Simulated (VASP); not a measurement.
# Ga2As2H in VASP: notebook, part 2 of 2

VASP 6.6.1.

### Step 3. Single point, PBE, collinear spin, ferromagnetic start

Contents of INCAR:

```
SYSTEM = Ga2As2H
PREC = Accurate
ENCUT = 520
EDIFF = 1E-6
ISMEAR = 0
SIGMA = 0.05
LREAL = .FALSE.
LASPH = .TRUE.
NELM = 150
ALGO = Normal
ISIF = 2
LWAVE = .FALSE.
LCHARG = .FALSE.
ISPIN = 2
MAGMOM = 0 0 0 0 1
LORBIT = 11
LDIPOL = .TRUE.
IDIPOL = 3
DIPOL = 0.5 0.5 0.336
GGA = PE
NBANDS = 30
```

Contents of KPOINTS:

```
Automatic mesh
0
G
  7 7 1
  0 0 0
```

Contents of POSCAR:

```
Ga2As2H
1.0
    4.0629609257      0.0000000000      0.0000000000
    0.0000000000      4.0629609257      0.0000000000
    0.0000000000      0.0000000000     19.8904986560
As Ga H
2 2 1
Direct
    0.0000000000      0.5000000000      0.2011010417
    0.5000000000      0.0000000000      0.3511019680
    0.5000000000      0.5000000000      0.2733201266
    0.0000000000      0.0000000000      0.4218345051
    0.5000000000      0.0000000000      0.4323142684
```

Potentials or basis: VASP PAW PBE potentials, release 64 (As, Ga_d, H).

Started as:

```
cat potpaw_PBE.64/As/POTCAR potpaw_PBE.64/Ga_d/POTCAR potpaw_PBE.64/H/POTCAR > POTCAR
mpirun -np 1 vasp_std > vasp.out
```

OUTCAR:

```text
SYSTEM = Ga2As2H
   PREC = Accurate
   ENCUT = 520
   EDIFF = 1E-6
   ISMEAR = 0
   LREAL = .FALSE.
   LASPH = .TRUE.
   NELM = 150
   ISIF = 2
   ISPIN = 2
   LORBIT = 11
   GGA = PE

 ion  position               nearest neighbor table
   1  0.000  0.500  0.201-   3 2.49   3 2.49
   2  0.500  0.000  0.351-   5 1.62   4 2.47   4 2.47   3 2.55   3 2.55
   3  0.500  0.500  0.273-   1 2.49   1 2.49   2 2.55   2 2.55
   4  0.000  0.000  0.422-   2 2.47   2 2.47
   5  0.500  0.000  0.432-   2 1.62

  LATTYP: Found a simple tetragonal cell.
 ALAT       =     4.0629609257
 C/A-ratio  =     4.8955673017

  Lattice vectors:

 A1 = (   4.0629609257,   0.0000000000,   0.0000000000)
 A2 = (   0.0000000000,   4.0629609257,   0.0000000000)
 A3 = (   0.0000000000,   0.0000000000,  19.8904986560)

Analysis of symmetry for initial positions (statically):
=====================================================================
 Subroutine PRICEL returns:
 Original cell was already a primitive cell.

 Routine SETGRP: Setting up the symmetry group for a
 simple tetragonal supercell.

 Subroutine GETGRP returns: Found  4 space group operations
 (whereof  4 operations were pure point group operations)
 out of a pool of 16 trial point group operations.

The static configuration has the point symmetry C_2v.

Analysis of symmetry for dynamics (positions and initial velocities):
=====================================================================
 Subroutine PRICEL returns:
 Original cell was already a primitive cell.

 Routine SETGRP: Setting up the symmetry group for a
 simple tetragonal supercell.

 Subroutine GETGRP returns: Found  4 space group operations
 (whereof  4 operations were pure point group operations)
 out of a pool of 16 trial point group operations.

The dynamic configuration has the point symmetry C_2v.

Analysis of structural, dynamic, and magnetic symmetry:
=====================================================================
 Subroutine PRICEL returns:
 Original cell was already a primitive cell.

 Routine SETGRP: Setting up the symmetry group for a
 simple tetragonal supercell.

 Subroutine GETGRP returns: Found  4 space group operations
 (whereof  4 operations were pure point group operations)
 out of a pool of 16 trial point group operations.

The overall configuration has the point symmetry C_2v.

 Subroutine INISYM returns: Found  4 space group operations
 (whereof  4 operations are pure point group operations),
 and found     1 'primitive' translations

----------------------------------------------------------------------------------------

                                     Primitive cell

  volume of cell :     328.3454

  direct lattice vectors                    reciprocal lattice vectors
     4.062960926  0.000000000  0.000000000     0.246125921  0.000000000  0.000000000
     0.000000000  4.062960926  0.000000000     0.000000000  0.246125921  0.000000000
     0.000000000  0.000000000 19.890498656     0.000000000  0.000000000  0.050275260

  length of vectors
     4.062960926  4.062960926 19.890498656     0.246125921  0.246125921  0.050275260

  position of ions in fractional coordinates (direct lattice)
     0.000000000  0.500000000  0.201101042
     0.500000000  0.000000000  0.351101968
     0.500000000  0.500000000  0.273320127
     0.000000000  0.000000000  0.421834505
     0.500000000  0.000000000  0.432314268
[... 83 lines left out ...]
   NUPDOWN=      -1.0000    fix difference up-down
   EMIN   =  10.00;   EMAX   =-10.00  energy-range for DOS
   EFERMI =   0.00;   METHOD = LEGACY
   ISMEAR =     0;   SIGMA  =   0.05  broadening in eV -4-tet -1-fermi 0-gaus
   EFERMI_NEDOS =   21; number of points for ismear=-14 and -15
   IALGO  =     38    algorithm
   IMIX   =      4    mixing-type and parameters
     AMIX     =   0.40;   BMIX     =  1.00
     AMIX_MAG =   1.60;   BMIX_MAG =  1.00
  volume/ion in A,a.u.               =      65.67       443.16
  Fermi-wavevector in a.u.,A,eV,Ry     =   0.790736  1.494275  8.507235  0.625264
  Thomas-Fermi vector in A             =   1.896137
   LORBIT       =     11    0 simple, 1 ext, 2 COOP (PROOUT), +10 PAW based schemes
   GGA     = PE    functional components
   LHFCALC =     F    Hartree Fock is set to
   AEXX    =    0.0000 exact exchange contribution
   IVDW    =     0    specifies the selected vdW correction
   LEPSILON=     F    determine dielectric tensor
   LRPA    =     F    only Hartree local field effects (RPA)
 spin polarized calculation
 Gauss-broadening in eV      SIGMA  =   0.05
  energy-cutoff  :      520.00
  volume of cell :      328.35
 maximum number of plane-waves:      8887
 NGX is ok and might be reduce to    30
   NGX = 15   NGY = 15   NGZ = 73

 dipolmoment           0.000000      0.000000      0.000008 electrons x Angstroem

 number of electron      37.0000033 magnetization      -0.0000391

 number of electron      37.0000033 magnetization       0.0003075

 dipolmoment           0.000000      0.000000     -0.055651 electrons x Angstroem

 Free energy of the ion-electron system (eV)
  ---------------------------------------------------
  ext. energy  EPLUGINS =         0.00000000
  ---------------------------------------------------
  free energy    TOTEN  =       -15.78974699 eV

  energy without entropy =      -15.78608344  energy(sigma->0) =      -15.78791521

 E-fermi :  -2.4316     XC(G=0):  -3.6508

 val. band max:       -2.4424483087   @ k =  -0.1429   0.2857   0.0000
 cond. band min:      -2.3784530416   @ k =  -0.1429   0.4286   0.0000
 fundamental gap:      0.0639952671
 Fermi energy:        -2.4315524053

 spin component 1

 k-point     1 :       0.0000    0.0000    0.0000
  band No.  band energies     occupation
      1     -17.4332      1.00000
      2     -17.1938      1.00000
      3     -17.1689      1.00000
      4     -17.1591      1.00000
      5     -17.1439      1.00000
      6     -17.1178      1.00000
[... 517 lines left out ...]
     29       5.5516      0.00000
     30       5.7266      0.00000
 Fermi energy:        -2.4315524053

 spin component 2

 k-point     1 :       0.0000    0.0000    0.0000
  band No.  band energies     occupation
      1     -17.4332      1.00000
      2     -17.1938      1.00000
      3     -17.1689      1.00000
      4     -17.1591      1.00000
      5     -17.1439      1.00000
      6     -17.1178      1.00000
[... 517 lines left out ...]
     29       5.5532      0.00000
     30       5.7392      0.00000

------------------------ aborting loop because EDIFF is reached ----------------------------------------

 vacuum level on the upper side and lower side of the slab       (xc-potential included)        -0.296         0.298

  FORCE on cell =-STRESS in cart. coord.  units (eV):
  Direction    XX          YY          ZZ          XY          YZ          ZX
  --------------------------------------------------------------------------------------
  -------------------------------------------------------------------------------------
  Total        3.9052484     -0.8441813      1.4280211      0.0000000      0.0000000      0.0000000
  in kB       19.0558482     -4.1192232      6.9680979      0.0000000      0.0000000      0.0000000
  external PRESSURE =       7.3015743 kB  Pullay stress =       0.0000000 kB

 VOLUME and BASIS-vectors are now :
 -----------------------------------------------------------------------------
  energy-cutoff  :      520.00
  volume of cell :      328.35
      direct lattice vectors                 reciprocal lattice vectors
     4.062960926  0.000000000  0.000000000     0.246125921  0.000000000  0.000000000
     0.000000000  4.062960926  0.000000000     0.000000000  0.246125921  0.000000000
     0.000000000  0.000000000 19.890498656     0.000000000  0.000000000  0.050275260

 POSITION                                       TOTAL-FORCE (eV/Angst)
 -----------------------------------------------------------------------------------
      0.00000      2.03148      4.00000         0.000000      0.000000      0.557178
      2.03148      0.00000      6.98359         0.000000      0.000000     -1.361855
      2.03148      2.03148      5.43647         0.000000      0.000000     -0.662131
      0.00000      0.00000      8.39050         0.000000      0.000000      1.402378
      2.03148      0.00000      8.59895         0.000000      0.000000      0.064431
 -----------------------------------------------------------------------------------
    total drift:                                0.000000      0.000000     -0.000562

  FREE ENERGIE OF THE ION-ELECTRON SYSTEM (eV)
  ---------------------------------------------------
  free  energy   TOTEN  =       -15.7897469896 eV

  energy  without entropy=      -15.7860834401  energy(sigma->0) =      -15.78791521

 vacuum level on the upper side and lower side of the slab         2.299         2.910

 total charge

# of ion       s       p       d       tot
------------------------------------------
    1        1.293   1.338   0.016   2.647
    2        1.251   1.539   0.054   2.843
    3        0.924   0.692   9.976  11.593
    4        1.102   0.514   9.961  11.577
    5        0.498   0.024   0.000   0.523
--------------------------------------------------
tot          5.067   4.107  20.008  29.183

 magnetization (x)

# of ion       s       p       d       tot
------------------------------------------
    1        0.000   0.000  -0.000   0.000
    2        0.000   0.000  -0.000   0.000
    3       -0.000  -0.000   0.000  -0.000
    4        0.000   0.000   0.000   0.000
    5        0.000   0.000   0.000   0.000
--------------------------------------------------
tot          0.000   0.000   0.000   0.000
```

It took 18 min on 1 thread of Oxide Virtual Turin-like, shared host; peak memory 0.56 GiB.

What came out:

* Free energy: -15.7897 eV
* Largest force: 1.402 eV/Å
* Net moment: 0.00 μB per cell
* Valence electrons inside the program's atomic spheres: As 2.65, 2.84; Ga 11.59, 11.58; H 0.52

Forces on the atoms (eV/Å):
```
As   0.000  0.000  0.557
As   0.000  0.000 -1.362
Ga   0.000  0.000 -0.662
Ga   0.000  0.000  1.402
H    0.000  0.000  0.064
```

Levels at points of the mesh, in eV from the Fermi level:
Spin up:
```tsv
k point	band 16	band 17	band 18	band 19	band 20	band 21
(0.00, 0.00, 0.00)	-1.96	-1.24	-0.70	0.38	0.61	2.06
```
Spin down:
```tsv
k point	band 15	band 16	band 17	band 18	band 19	band 20	band 21	band 22
(0.00, 0.00, 0.00)	-2.32	-1.96	-1.24	-0.70	0.38	0.61	2.06	2.56
```
